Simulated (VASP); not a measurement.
# Na (P6/mmm) in VASP: further runs

Na is run at these levels: LDA; tasks: relaxation of cell and atoms.

Everything below comes from runs of VASP 6.6.1. Logs are shortened: lines on timing, memory, paths and dates and some standing lists are left out, and cuts for length are marked.

## (1) The cell of the first run

It takes space group P6/mmm (No. 191, hexagonal). Conventional cell: a = 4.563 Å, b = 4.563 Å, c = 2.829 Å, α = 90.00°, β = 90.00°, γ = 120.00°. Na (site symmetry 6/mmm) has 14 Na at 2.83 to 2.99 Å within 3.7 Å. Within 3.5 Å of Na (site symmetry -6m2) lie 11 Na at 2.63 to 2.99 Å.

## (2) Relaxation of cell and atoms, LDA, target pressure 22 GPa, at which the enthalpy is minimised

Input file INCAR:

```
  PREC = Accurate
  ENCUT = 600
  EDIFF = 1E-6
  ISMEAR = -1
  SIGMA = 0.1
  LREAL = False
  LASPH = True
  NELM = 100
  ALGO = Normal
  ISIF = 3
  LWAVE = False
  LCHARG = False
  GGA = CA
  IBRION = 2
  NSW = 60
  EDIFFG = -0.005
  PSTRESS = 220.0
```

Input file KPOINTS:

```
Automatic mesh
0
Gamma
  8 8 11
```

Input file POSCAR:

```
Na
1.0
    4.5625999574      0.0000000000      0.0000000000
   -2.2812999787      3.9513274704      0.0000000000
    0.0000000000      0.0000000000      2.8288119736
Na
3
Direct
    0.0000000000      0.0000000000      0.0000000000
    0.3333333333      0.6666666667      0.5000000000
    0.6666666667      0.3333333333      0.5000000000
```

Potentials or basis: VASP PAW LDA potentials, release 64 (Na_pv).

On the command line:

```bash
$ cat potpaw_LDA.64/Na_pv/POTCAR > POTCAR
$ mpirun -np 1 vasp_std > vasp.out
```

OUTCAR:

```text
PREC = Accurate
   ENCUT = 600
   EDIFF = 1E-6
   ISMEAR = -1
   LREAL = False
   LASPH = True
   NELM = 100
   ISIF = 3
   GGA = CA
   IBRION = 2
   NSW = 60
   EDIFFG = -0.005
   PSTRESS = 220.0

 ion  position               nearest neighbor table
   1  0.000  0.000  0.000-
   2  0.333  0.667  0.500-   3 2.63   3 2.63   3 2.63
   3  0.667  0.333  0.500-   2 2.63   2 2.63   2 2.63

  LATTYP: Found a hexagonal cell.
 ALAT       =     4.5625999574
 C/A-ratio  =     0.6200000000

  Lattice vectors:

 A1 = (   4.5625999574,   0.0000000000,   0.0000000000)
 A2 = (  -2.2812999787,   3.9513274704,   0.0000000000)
 A3 = (   0.0000000000,   0.0000000000,   2.8288119736)

Analysis of symmetry for initial positions (statically):
=====================================================================
 Subroutine PRICEL returns:
 Original cell was already a primitive cell.

 Routine SETGRP: Setting up the symmetry group for a
 hexagonal supercell.

 Subroutine GETGRP returns: Found 24 space group operations
 (whereof 24 operations were pure point group operations)
 out of a pool of 24 trial point group operations.

The static configuration has the point symmetry D_6h.

Analysis of symmetry for dynamics (positions and initial velocities):
=====================================================================
 Subroutine PRICEL returns:
 Original cell was already a primitive cell.

 Routine SETGRP: Setting up the symmetry group for a
 hexagonal supercell.

 Subroutine GETGRP returns: Found 24 space group operations
 (whereof 24 operations were pure point group operations)
 out of a pool of 24 trial point group operations.

The dynamic configuration has the point symmetry D_6h.

 Subroutine INISYM returns: Found 24 space group operations
 (whereof 24 operations are pure point group operations),
 and found     1 'primitive' translations

----------------------------------------------------------------------------------------

                                     Primitive cell

  volume of cell :      50.9987

  direct lattice vectors                    reciprocal lattice vectors
     4.562599957  0.000000000  0.000000000     0.219173280  0.126539752  0.000000000
    -2.281299979  3.951327470  0.000000000     0.000000000  0.253079505  0.000000000
     0.000000000  0.000000000  2.828811974     0.000000000  0.000000000  0.353505291

  length of vectors
     4.562599957  4.562599957  2.828811974     0.253079505  0.253079505  0.353505291

  position of ions in fractional coordinates (direct lattice)
     0.000000000  0.000000000  0.000000000
     0.333333333  0.666666667  0.500000000
     0.666666667  0.333333333  0.500000000

  ion indices of the primitive-cell ions
   primitive index   ion index
                 1           1
                 2           2
                 3           3

----------------------------------------------------------------------------------------

 KPOINTS: Automatic mesh

Automatic generation of k-mesh.
 Grid dimensions read from file:
 generate k-points for:    8    8   11

 Generating k-lattice:

  Cartesian coordinates                     Fractional coordinates (reciprocal lattice)
     0.027396660  0.015817469  0.000000000     0.125000000  0.000000000  0.000000000
     0.000000000  0.031634938  0.000000000     0.000000000  0.125000000  0.000000000
     0.000000000  0.000000000  0.032136845     0.000000000  0.000000000  0.090909091

  Length of vectors
     0.031634938  0.031634938  0.032136845

  Shift w.r.t. Gamma in fractional coordinates (k-lattice)
     0.000000000  0.000000000  0.000000000

 Subroutine IBZKPT returns following result:
 ===========================================

 Found     60 irreducible k-points:

 Following reciprocal coordinates:
            Coordinates               Weight
  0.000000  0.000000  0.000000      1.000000
  0.125000 -0.000000  0.000000      6.000000
  0.250000 -0.000000  0.000000      6.000000
  0.375000  0.000000  0.000000      6.000000
  0.500000 -0.000000  0.000000      3.000000
  0.125000  0.125000  0.000000      6.000000
[... 16 lines left out ...]
  0.250000 -0.000000  0.181818     12.000000
  0.375000  0.000000  0.181818     12.000000
 [... further k-points ...]
   k-points           NKPTS =     60   k-points in BZ     NKDIM =     60   number of bands    NBANDS=     14
   number of dos      NEDOS =    301   number of ions     NIONS =      3
   total plane-waves  NPLWV =  31104
   dimension x,y,z NGX =    36 NGY =   36 NGZ =   24
   dimension x,y,z NGXF=    72 NGYF=   72 NGZF=   48
   ions per type =               3
   NGX,Y,Z   is equivalent  to a cutoff of  13.12, 13.12, 14.10 a.u.
   NGXF,Y,Z  is equivalent  to a cutoff of  26.23, 26.23, 28.21 a.u.
 SYSTEM =  unknown system
   PREC   = accura    normal or accurate (medium, high low for compatibility)
   ISTART =      0    job   : 0-new  1-cont  2-samecut
   ICHARG =      2    charge: 1-file 2-atom 10-const
   ISPIN  =      1    spin polarized calculation?
   LNONCOLLINEAR =      F non collinear calculations
   LSORBIT =      F    spin-orbit coupling
   LASPH  =      T    aspherical Exc in radial PAW
   ENCUT  =  600.0 eV  44.10 Ry    6.64 a.u.   9.11  9.11  5.65*2*pi/ulx,y,z
   NELM   =    100;   NELMIN=  2; NELMDL= -5     # of ELM steps
   EDIFF  = 0.1E-05   stopping-criterion for ELM
   LREAL  =      F    real-space projection
   EDIFFG = -.5E-02   stopping-criterion for IOM
   NSW    =     60    number of steps for IOM
   IBRION =      2    ionic relax: 0-MD 1-quasi-New 2-CG
   NFREE  =      1    steps in history (QN), initial steepest desc. (CG)
   ISIF   =      3    stress and relaxation
   ISYM   =      2    0-nonsym 1-usesym 2-fastsym
   POTIM  = 0.5000    time-step for ionic-motion
   TEBEG  =    0.0;   TEEND  =   0.0 temperature during run
   PSTRESS=  220.0 pullay stress
   NELECT =      21.0000    total number of electrons
   NUPDOWN=      -1.0000    fix difference up-down
   EMIN   =  10.00;   EMAX   =-10.00  energy-range for DOS
   EFERMI =   0.00;   METHOD = LEGACY
   ISMEAR =    -1;   SIGMA  =   0.10  broadening in eV -4-tet -1-fermi 0-gaus
   EFERMI_NEDOS =   21; number of points for ismear=-14 and -15
   IALGO  =     38    algorithm
   IMIX   =      4    mixing-type and parameters
     AMIX     =   0.40;   BMIX     =  1.00
     AMIX_MAG =   1.60;   BMIX_MAG =  1.00
  volume/ion in A,a.u.               =      17.00       114.72
  Fermi-wavevector in a.u.,A,eV,Ry     =   1.217946  2.301585 20.182786  1.483393
  Thomas-Fermi vector in A             =   2.353249
   LORBIT       =      0    0 simple, 1 ext, 2 COOP (PROOUT), +10 PAW based schemes
   GGA     = CA    functional components
   LHFCALC =     F    Hartree Fock is set to
   AEXX    =    0.0000 exact exchange contribution
   IVDW    =     0    specifies the selected vdW correction
   LEPSILON=     F    determine dielectric tensor
   LRPA    =     F    only Hartree local field effects (RPA)
 conjugate gradient relaxation of ions
 non-spin polarized calculation
  energy-cutoff  :      600.00
  volume of cell :       51.00
 maximum number of plane-waves:      1721
   NGX = 19   NGY = 19   NGZ = 11

--------------------------------------- Ionic step        1  -------------------------------------------

 number of electron      20.9999989 magnetization

 Free energy of the ion-electron system (eV)
  ---------------------------------------------------
  ext. energy  EPLUGINS =         0.00000000
  ---------------------------------------------------
  free energy    TOTEN  =        -2.37561671 eV

  energy without entropy =       -2.34122470  energy(sigma->0) =       -2.35842070

------------------------ aborting loop because EDIFF is reached ----------------------------------------

  FORCE on cell =-STRESS in cart. coord.  units (eV):
  Direction    XX          YY          ZZ          XY          YZ          ZX
  --------------------------------------------------------------------------------------
  -------------------------------------------------------------------------------------
  Total        7.2852901      7.2852901      6.5330951      0.0000000     -0.0000000      0.0000000
  in kB      228.8747761    228.8747761    205.2438099      0.0000000     -0.0000000      0.0000000
  external PRESSURE =       0.9977874 kB  Pullay stress =     220.0000000 kB
[... 180 lines left out ...]
  enthalpy is  TOTEN    =         4.6157798075 eV   P V=        6.9930012582

--------------------------------------- Ionic step        6  -------------------------------------------

 number of electron      20.9999983 magnetization

 Free energy of the ion-electron system (eV)
  ---------------------------------------------------
  ext. energy  EPLUGINS =         0.00000000
  ---------------------------------------------------
  free energy    TOTEN  =        -2.39605889 eV

  energy without entropy =       -2.36213178  energy(sigma->0) =       -2.37909533

 E-fermi :   3.6922     XC(G=0):  -9.3798

 val. band max:        3.6028744525   @ k =   0.2500  -0.0000   0.0909
 cond. band min:       3.7182810405   @ k =   0.2500   0.2500   0.2727
 fundamental gap:      0.1154065879
 Fermi energy:         3.6921944163

 k-point     1 :       0.0000    0.0000    0.0000
  band No.  band energies     occupation
      1     -21.7287      2.00000
      2     -21.7287      2.00000
      3     -21.5369      2.00000
      4     -21.5369      2.00000
      5     -21.4241      2.00000
      6     -21.3565      2.00000
      7     -21.2951      2.00000
      8     -21.2951      2.00000
      9     -21.2276      2.00000
     10      -1.7264      2.00000
     11       6.4038      0.00000
     12       6.4038      0.00000
     13       6.4157      0.00000
     14       6.4157      0.00000
[... 375 lines left out ...]
 k-point    24 :       0.3750    0.0000    0.1818
  band No.  band energies     occupation
      1     -21.7679      2.00000
      2     -21.6858      2.00000
      3     -21.5286      2.00000
      4     -21.4975      2.00000
      5     -21.4653      2.00000
      6     -21.4332      2.00000
      7     -21.3368      2.00000
      8     -21.3215      2.00000
      9     -21.3191      2.00000
     10       0.3489      2.00000
     11       2.5987      1.99996
     12       5.2310      0.00000
     13       6.3215      0.00000
     14      10.8226      0.00000

 [... further k-points ...]
[... 5 lines left out ...]
  --------------------------------------------------------------------------------------
  -------------------------------------------------------------------------------------
  Total        7.0112837      7.0112837      7.0051214      0.0000000      0.0000000      0.0000000
  in kB      219.9854905    219.9854905    219.7921413      0.0000000      0.0000000      0.0000000
  external PRESSURE =      -0.0789593 kB  Pullay stress =     220.0000000 kB
[... 18 lines left out ...]
  FREE ENERGIE OF THE ION-ELECTRON SYSTEM (eV)
  ---------------------------------------------------
  free  energy   TOTEN  =        -2.3960588883 eV

  energy  without entropy=       -2.3621317752  energy(sigma->0) =       -2.37909533

  enthalpy is  TOTEN    =         4.6156872698 eV   P V=        7.0117461582

 reached required accuracy - stopping structural energy minimisation
```

Run time: 36 s. Hardware: 1 thread of Intel Xeon 6975P-C (Granite Rapids), shared host; peak memory 0.16 GiB.

Results:

```yaml
Free_energy: -2.3961 eV
Relaxed_volume: 17.02 Å³/atom
Relaxed_cell: a = 4.631 Å, b = 4.631 Å, c = 2.749 Å, α = 90.00°, β = 90.00°, γ = 120.00°
Space_group_after_relaxing_to_0.05_Å: P6/mmm (No. 191)
Energy_change_on_relaxing_the_enthalpy_is_what_falls: -6.8 meV/atom
Ionic_steps: 6
Pressure_after_relaxing: 22.0 GPa
```

The path:
```tsv
step	energy change (eV)	largest force (eV/Å)	pressure (GPa)	volume (Å³)
1	0.0000	0.0000	22.10	51.00
2	-0.0158	0.0000	22.06	51.07
3	-0.0436	0.0000	21.69	51.23
4	-0.0447	0.0000	21.73	51.24
5	-0.0016	0.0000	22.27	50.93
6	-0.0204	0.0000	21.99	51.06
```

Final structure:
```
Na
1.0
     4.63100    0.00000    0.00000
    -2.31550    4.01056    0.00000
     0.00000    0.00000    2.74938
Na
3
Direct
  0.00000 0.00000 0.00000
  0.33333 0.66667 0.50000
  0.66667 0.33333 0.50000
```

Levels at points of the mesh, in eV from the Fermi level:
```tsv
k point	band 7	band 8	band 9	band 10	band 11	band 12	band 13	band 14
(0.00, 0.00, 0.00)	-24.99	-24.99	-24.92	-5.42	2.71	2.71	2.72	2.72
(0.50, 0.00, 0.00)	-25.04	-25.02	-24.93	-2.99	-2.97	0.95	1.87	8.42
```

Caveat: the cell is relaxed towards a set pressure, so the enthalpy falls and the energy may rise.

## (3) Relaxation of cell and atoms, LDA, target pressure 22 GPa, at which the enthalpy is minimised

This run uses another cell than the first one, of the same volume but with other edges.

Input file INCAR:

```
ALGO = Normal
EDIFF = 1E-6
EDIFFG = -0.005
ENCUT = 600
GGA = CA
IBRION = 2
ISIF = 3
ISMEAR = -1
LASPH = True
LCHARG = False
LREAL = False
LWAVE = False
NELM = 100
NSW = 32
PREC = Accurate
PSTRESS = 220.0
SIGMA = 0.1
```

Input file KPOINTS:

```
k-points
0
Gamma
  8 8 11
```

Input file POSCAR:

```
Na
1.0
    4.6297340373      0.0000000000      0.0000000000
   -2.3148670187      4.0094672891      0.0000000000
    0.0000000000      0.0000000000      2.7481394954
Na
3
Direct
    0.0000000000      0.0000000000      0.0000000000
    0.3333333333      0.6666666667      0.5000000000
    0.6666666667      0.3333333333      0.5000000000
```

Potentials or basis: VASP PAW LDA potentials, release 64 (Na_pv).

On the command line:

```bash
$ cat potpaw_LDA.64/Na_pv/POTCAR > POTCAR
$ mpirun -np 1 vasp_std > vasp.out
```

OUTCAR:

```text
EDIFF = 1E-6
   EDIFFG = -0.005
   ENCUT = 600
   GGA = CA
   IBRION = 2
   ISIF = 3
   ISMEAR = -1
   LASPH = True
   LREAL = False
   NELM = 100
   NSW = 32
   PREC = Accurate
   PSTRESS = 220.0

 ion  position               nearest neighbor table
   1  0.000  0.000  0.000-
   2  0.333  0.667  0.500-   3 2.67   3 2.67   3 2.67
   3  0.667  0.333  0.500-   2 2.67   2 2.67   2 2.67

  LATTYP: Found a hexagonal cell.
 ALAT       =     4.6297340373
 C/A-ratio  =     0.5935847444

[... 645 lines left out ...]
     14      10.8206      0.00000

 [... further k-points ...]
[... 5 lines left out ...]
  --------------------------------------------------------------------------------------
  -------------------------------------------------------------------------------------
  Total        7.0022375      7.0022375      7.0026059     -0.0000000     -0.0000000      0.0000000
  in kB      219.6811647    219.6811647    219.6927237     -0.0000000     -0.0000000      0.0000000
  external PRESSURE =      -0.3149823 kB  Pullay stress =     220.0000000 kB

 VOLUME and BASIS-vectors are now :
 -----------------------------------------------------------------------------
  energy-cutoff  :      600.00
  volume of cell :       51.07
      direct lattice vectors                 reciprocal lattice vectors
     4.631392163 -0.000000000 -0.000000000     0.215917799  0.124660199 -0.000000000
    -2.315696082  4.010903268 -0.000000000     0.000000000  0.249320398 -0.000000000
     0.000000000  0.000000000  2.749165288     0.000000000  0.000000000  0.363746772

 POSITION                                       TOTAL-FORCE (eV/Angst)
 -----------------------------------------------------------------------------------
     -0.00000      0.00000     -0.00000         0.000000     -0.000000      0.000000
     -0.00000      2.67394      1.37458        -0.000000     -0.000000      0.000000
      2.31570      1.33697      1.37458         0.000000      0.000000     -0.000000
 -----------------------------------------------------------------------------------
    total drift:                               -0.000000      0.000000      0.000000

  FREE ENERGIE OF THE ION-ELECTRON SYSTEM (eV)
  ---------------------------------------------------
  free  energy   TOTEN  =        -2.3966880991 eV

  energy  without entropy=       -2.3627531995  energy(sigma->0) =       -2.37972065

  enthalpy is  TOTEN    =         4.6157121211 eV   P V=        7.0124002202

 reached required accuracy - stopping structural energy minimisation
```

Run time: 18 s. Hardware: 1 thread of Intel Xeon 6975P-C (Granite Rapids), shared host; peak memory 0.17 GiB.

Results:

```
Free energy                                            : -2.3967 eV
Relaxed volume                                         : 17.02 Å³/atom
Relaxed cell                                           : a = 4.631 Å, b = 4.631 Å, c = 2.749 Å, α = 90.00°, β = 90.00°, γ = 120.00°
Space group after relaxing (to 0.05 Å)                 : P6/mmm (No. 191)
Energy change on relaxing (the enthalpy is what falls) : -2.5 meV/atom
Ionic steps                                            : 2
Pressure after relaxing                                : 22.0 GPa
```

Step by step:
```csv
step,energy change (eV),largest force (eV/Å),pressure (GPa),volume (Å³)
1,0.0000,0.0000,22.07,51.01
2,-0.0076,0.0000,21.97,51.07
```

Final structure:
```yaml
crystal:
  lattice:
    - [4.63139, 0.00000, 0.00000]
    - [-2.31570, 4.01090, 0.00000]
    - [0.00000, 0.00000, 2.74917]
  atoms:
    - { symbol: Na, position: [0.00000, 0.00000, 0.00000] }
    - { symbol: Na, position: [0.33333, 0.66667, 0.50000] }
    - { symbol: Na, position: [0.66667, 0.33333, 0.50000] }
```

Levels at points of the mesh, in eV from the Fermi level:
```csv
k point,band 8,band 9,band 10,band 11,band 12,band 13
"(0.00, 0.00, 0.00)",-24.99,-24.92,-5.42,2.71,2.71,2.72
"(0.50, 0.00, 0.00)",-25.02,-24.93,-2.99,-2.97,0.95,1.87
```

Caveat: the cell is relaxed towards a set pressure, so the enthalpy falls and the energy may rise.
